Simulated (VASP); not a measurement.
# MgS (Fmmm) in VASP: single point with PBEsol

Aim: the single point of MgS with PBEsol.

Everything below comes from runs of VASP 6.6.1. Logs are shortened: lines on timing, memory, paths and dates and some standing lists are left out, and cuts for length are marked.

## (1) The cell of the first run

Symmetry: Fmmm, No. 69, orthorhombic system. The conventional cell has a = 5.106 Å, b = 5.203 Å, c = 5.301 Å, α = 90.00°, β = 90.00°, γ = 90.00°. Within 3.4 Å of Mg (site symmetry mmm) lie 6 S at 2.55 to 2.65 Å. Within 3.4 Å of S (site symmetry mmm) lie 6 Mg at 2.55 to 2.65 Å.

## (2) Single point, PBEsol (strain +0.0187 x Voigt [1, -1, 0, 0, 0, 0])

File INCAR:

```
PREC = Accurate
ENCUT = 520
EDIFF = 1E-6
ISMEAR = 0
SIGMA = 0.05
LREAL = F
LASPH = T
NELM = 60
ALGO = Normal
ISIF = 2
LWAVE = F
LCHARG = F
GGA = PS
NBANDS = 11
```

File KPOINTS:

```
regular mesh
0
Gamma
  8 8 8
```

File POSCAR:

```
MgS
1.0
    0.0000000000      2.5529991450      2.6016500000
    2.6503008550      0.0000000000      2.6016500000
    2.6503008550      2.5529991450      0.0000000000
Mg S
1 1
Direct
    0.0000000000      0.0000000000      0.0000000000
    0.5000000000      0.5000000000      0.5000000000
```

Potentials or basis: VASP PAW PBE potentials, release 64 (Mg, S).

Command:

```
$ cat potpaw_PBE.64/Mg/POTCAR potpaw_PBE.64/S/POTCAR > POTCAR
$ mpirun -np 1 vasp_std > vasp.out
```

OUTCAR:

```text
PREC = Accurate
   ENCUT = 520
   EDIFF = 1E-6
   ISMEAR = 0
   LREAL = F
   LASPH = T
   NELM = 60
   ISIF = 2
   GGA = PS

 ion  position               nearest neighbor table
   1  0.000  0.000  0.000-   2 2.55   2 2.55   2 2.60   2 2.60   2 2.65   2 2.65
   2  0.500  0.500  0.500-   1 2.55   1 2.55   1 2.60   1 2.60   1 2.65   1 2.65

  LATTYP: Found a face centered orthorhombic cell.
 ALAT       =     5.1059982900
 B/A-ratio  =     1.0190563538
 C/A-ratio  =     1.0381127076

  Lattice vectors:

 A1 = (  -2.6503008550,   0.0000000000,  -2.6016500000)
 A2 = (  -2.6503008550,   2.5529991450,   0.0000000000)
 A3 = (   0.0000000000,   2.5529991450,  -2.6016500000)

Analysis of symmetry for initial positions (statically):
=====================================================================
 Subroutine PRICEL returns:
 Original cell was already a primitive cell.

 Routine SETGRP: Setting up the symmetry group for a
 face centered orthorhombic supercell.

 Subroutine GETGRP returns: Found  8 space group operations
 (whereof  8 operations were pure point group operations)
 out of a pool of  8 trial point group operations.

The static configuration has the point symmetry D_2h.

Analysis of symmetry for dynamics (positions and initial velocities):
=====================================================================
 Subroutine PRICEL returns:
 Original cell was already a primitive cell.

 Routine SETGRP: Setting up the symmetry group for a
 face centered orthorhombic supercell.

 Subroutine GETGRP returns: Found  8 space group operations
 (whereof  8 operations were pure point group operations)
 out of a pool of  8 trial point group operations.

The dynamic configuration has the point symmetry D_2h.

 Subroutine INISYM returns: Found  8 space group operations
 (whereof  8 operations are pure point group operations),
 and found     1 'primitive' translations

----------------------------------------------------------------------------------------

                                     Primitive cell

  volume of cell :      35.2067

  direct lattice vectors                    reciprocal lattice vectors
     0.000000000  2.552999145  2.601650000    -0.188657827  0.195848088  0.192185728
     2.650300855  0.000000000  2.601650000     0.188657827 -0.195848088  0.192185728
     2.650300855  2.552999145  0.000000000     0.188657827  0.195848088 -0.192185728

  length of vectors
[... 90 lines left out ...]
   POTIM  = 0.5000    time-step for ionic-motion
   TEBEG  =    0.0;   TEEND  =   0.0 temperature during run
   PSTRESS=    0.0 pullay stress
   NELECT =       8.0000    total number of electrons
   NUPDOWN=      -1.0000    fix difference up-down
   EMIN   =  10.00;   EMAX   =-10.00  energy-range for DOS
   EFERMI =   0.00;   METHOD = LEGACY
   ISMEAR =     0;   SIGMA  =   0.05  broadening in eV -4-tet -1-fermi 0-gaus
   EFERMI_NEDOS =   21; number of points for ismear=-14 and -15
   IALGO  =     38    algorithm
   IMIX   =      4    mixing-type and parameters
     AMIX     =   0.40;   BMIX     =  1.00
     AMIX_MAG =   1.60;   BMIX_MAG =  1.00
  volume/ion in A,a.u.               =      17.60       118.79
  Fermi-wavevector in a.u.,A,eV,Ry     =   0.998995  1.887827 13.578488  0.997991
  Thomas-Fermi vector in A             =   2.131256
   LORBIT       =      0    0 simple, 1 ext, 2 COOP (PROOUT), +10 PAW based schemes
   GGA     = PS    functional components
   LHFCALC =     F    Hartree Fock is set to
   AEXX    =    0.0000 exact exchange contribution
   IVDW    =     0    specifies the selected vdW correction
   LEPSILON=     F    determine dielectric tensor
   LRPA    =     F    only Hartree local field effects (RPA)
 non-spin polarized calculation
 Gauss-broadening in eV      SIGMA  =   0.05
  energy-cutoff  :      520.00
  volume of cell :       35.21
 maximum number of plane-waves:       966
   NGX = 13   NGY = 13   NGZ = 13

 number of electron       7.9999999 magnetization

 Free energy of the ion-electron system (eV)
  ---------------------------------------------------
  ext. energy  EPLUGINS =         0.00000000
  ---------------------------------------------------
  free energy    TOTEN  =        -9.06540222 eV

  energy without entropy =       -9.06540222  energy(sigma->0) =       -9.06540222

 E-fermi :   4.0453     XC(G=0):  -9.8366

 val. band max:        3.7535678652   @ k =   0.0000   0.0000   0.0000
 cond. band min:       6.2966910774   @ k =   0.5000   0.0000   0.5000
 fundamental gap:      2.5431232121
 Fermi energy:         4.0453441573

 k-point     1 :       0.0000    0.0000    0.0000
  band No.  band energies     occupation
      1      -9.0100      2.00000
      2       3.5909      2.00000
      3       3.6819      2.00000
      4       3.7536      2.00000
      5       7.2725      0.00000
      6      11.3448      0.00000
      7      11.5376      0.00000
      8      11.7317      0.00000
      9      13.7593      0.00000
     10      14.2101      0.00000
     11      15.9843      0.00000
[... 309 lines left out ...]
 k-point    24 :       0.3750    0.0000    0.1250
  band No.  band energies     occupation
      1      -7.9787      2.00000
      2      -0.1730      2.00000
      3       2.7822      2.00000
      4       2.8348      2.00000
      5       8.7912      0.00000
      6      10.3922      0.00000
      7      11.5106      0.00000
      8      11.8350      0.00000
      9      14.9394      0.00000
     10      16.5237      0.00000
     11      16.6239      0.00000

 [... further k-points ...]

------------------------ aborting loop because EDIFF is reached ----------------------------------------

  FORCE on cell =-STRESS in cart. coord.  units (eV):
  Direction    XX          YY          ZZ          XY          YZ          ZX
  --------------------------------------------------------------------------------------
  -------------------------------------------------------------------------------------
  Total       -0.6268351      0.2330784     -0.2368125      0.0000000      0.0000000      0.0000000
  in kB      -28.5258890     10.6068874    -10.7768185      0.0000000      0.0000000      0.0000000
  external PRESSURE =      -9.5652734 kB  Pullay stress =       0.0000000 kB

 VOLUME and BASIS-vectors are now :
 -----------------------------------------------------------------------------
  energy-cutoff  :      520.00
  volume of cell :       35.21
      direct lattice vectors                 reciprocal lattice vectors
     0.000000000  2.552999145  2.601650000    -0.188657827  0.195848088  0.192185728
     2.650300855  0.000000000  2.601650000     0.188657827 -0.195848088  0.192185728
     2.650300855  2.552999145  0.000000000     0.188657827  0.195848088 -0.192185728

 POSITION                                       TOTAL-FORCE (eV/Angst)
 -----------------------------------------------------------------------------------
      0.00000      0.00000      0.00000        -0.000000     -0.000000     -0.000000
      2.65030      2.55300      2.60165         0.000000      0.000000      0.000000
 -----------------------------------------------------------------------------------
    total drift:                                0.000000      0.000000      0.000000

  FREE ENERGIE OF THE ION-ELECTRON SYSTEM (eV)
  ---------------------------------------------------
  free  energy   TOTEN  =        -9.0654022159 eV

  energy  without entropy=       -9.0654022159  energy(sigma->0) =       -9.06540222
```

OSZICAR:

```text
N       E                     dE             d eps       ncg     rms          rms(c)
DAV:   1     0.203398453881E+02    0.20340E+02   -0.36018E+03  2194   0.592E+02
DAV:   2    -0.817348007806E+01   -0.28513E+02   -0.27241E+02  2747   0.991E+01
DAV:   3    -0.942975963345E+01   -0.12563E+01   -0.12544E+01  2569   0.220E+01
DAV:   4    -0.943746924550E+01   -0.77096E-02   -0.77088E-02  2552   0.206E+00
DAV:   5    -0.943753338968E+01   -0.64144E-04   -0.64144E-04  2602   0.184E-01    0.411E+00
DAV:   6    -0.910937949597E+01    0.32815E+00   -0.69589E-01  2399   0.323E+00    0.310E+00
DAV:   7    -0.906832904584E+01    0.41050E-01   -0.18557E-01  2552   0.181E+00    0.193E+00
DAV:   8    -0.906564662556E+01    0.26824E-02   -0.10598E-02  2348   0.590E-01    0.752E-01
DAV:   9    -0.906541303471E+01    0.23359E-03   -0.54639E-04  2471   0.129E-01    0.320E-01
DAV:  10    -0.906540188543E+01    0.11149E-04   -0.15562E-04  2482   0.555E-02    0.591E-03
DAV:  11    -0.906540221592E+01   -0.33048E-06   -0.18466E-06  2509   0.842E-03
   1 F= -.90654022E+01 E0= -.90654022E+01  d E =-.895237E-19
```

Wall time 40 s (1 thread of Intel Xeon Platinum 8259CL at 2.50GHz (Skylake/Cascade Lake), shared host); peak memory 0.18 GiB.

Results:

```yaml
Free_energy: -9.0654 eV
Pressure: -1.0 GPa
Band_gap_on_the_k_mesh: 2.54 eV, indirect (least direct gap 3.52 eV)
```

Stress tensor (GPa, compression positive):
```
-2.85  0.00  0.00
 0.00  1.06  0.00
 0.00  0.00 -1.08
```

Caveat: the cell differs from its parent crystal (strain +0.0187 x Voigt [1, -1, 0, 0, 0, 0]); the PAW data sets were made with another functional, which shifts forces and pressure a little. A k mesh can miss the band edges.
